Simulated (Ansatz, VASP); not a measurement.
**SiO2 in VASP and in Ansatz**

The input INCAR:

```
PREC = Accurate
ENCUT = 520
EDIFF = 1E-6
ISMEAR = 0
SIGMA = 0.05
LREAL = False
LASPH = True
NELM = 80
ALGO = Normal
ISIF = 2
LWAVE = False
LCHARG = True
GGA = PE
LELF = True
LVHAR = True
NBANDS = 25
```

File KPOINTS:

```
regular mesh
0
Gamma
  6 6 8
```

File POSCAR:

```
SiO2
1.0
    4.2361165349      0.0000000000      0.0000000000
    0.0000000000      4.2361165349      0.0000000000
    0.0000000000      0.0000000000      2.6904781066
Si O
2 4
Direct
    0.5000000000      0.5000000000      0.5000000000
    0.0000000000      0.0000000000      0.0000000000
    0.6930152166      0.6930152166      0.0000000000
    0.1930152166      0.8069847834      0.5000000000
    0.3069847834      0.3069847834      0.0000000000
    0.8069847834      0.1930152166      0.5000000000
```

Input for Ansatz:

```yaml
crystal:
  lattice:
    - [4.2361165349, 0.0, 0.0]
    - [0.0, 4.2361165349, 0.0]
    - [0.0, 0.0, 2.6904781066]
  atoms:
    - { symbol: Si, position: [0.5, 0.5, 0.5] }
    - { symbol: Si, position: [0.0, 0.0, 0.0] }
    - { symbol: O, position: [0.6930152166, 0.6930152166, 0.0] }
    - { symbol: O, position: [0.1930152166, 0.8069847834, 0.5] }
    - { symbol: O, position: [0.3069847834, 0.3069847834, 0.0] }
    - { symbol: O, position: [0.8069847834, 0.1930152166, 0.5] }
basis:
  ecutwfc: 420
kpoints:
  mp_grid: { grid: [6, 6, 8] }
hamiltonian:
  xc: pbe
scf:
  occupations: { method: gaussian, width: 0.05 }
output:
  forces: true
  stress: true
  eigenvalues: true
  write_density: true
  write_potential: true
  elf: true
  volumetric_format: npy
```

Alike in both runs: task single point; functional PBE; k mesh 6 × 6 × 8; occupations gaussian, width 0.05 eV; no spin polarisation.

```csv
,VASP,Ansatz
version,VASP 6.6.1,Ansatz 0.2.0
potentials or method,"VASP PAW PBE potentials, release 64 (Si, O), cutoff 520 eV","scalar-relativistic, plane waves, PAW"
valence electrons in the cell,32,32
```

|  | VASP | Ansatz | Ansatz less VASP |
| --- | --- | --- | --- |
| gap on the k mesh at the Fermi level (eV) | 5.02 | 5.04 | +0.015 |
| least direct gap on the mesh (eV) | 5.02 | 5.04 | +0.015 |
| pressure (GPa) | 0.1 | 0.0 | -0.13 |
| traceless stress, the component that is largest in VASP (GPa) | 0.42 | 0.00 | -0.425 |
| rms of the force components (eV/Å) | 0.009 | 0.000 | -0.0086 |

Atom by atom the forces differ by 0.009 eV/Å (rms over components).
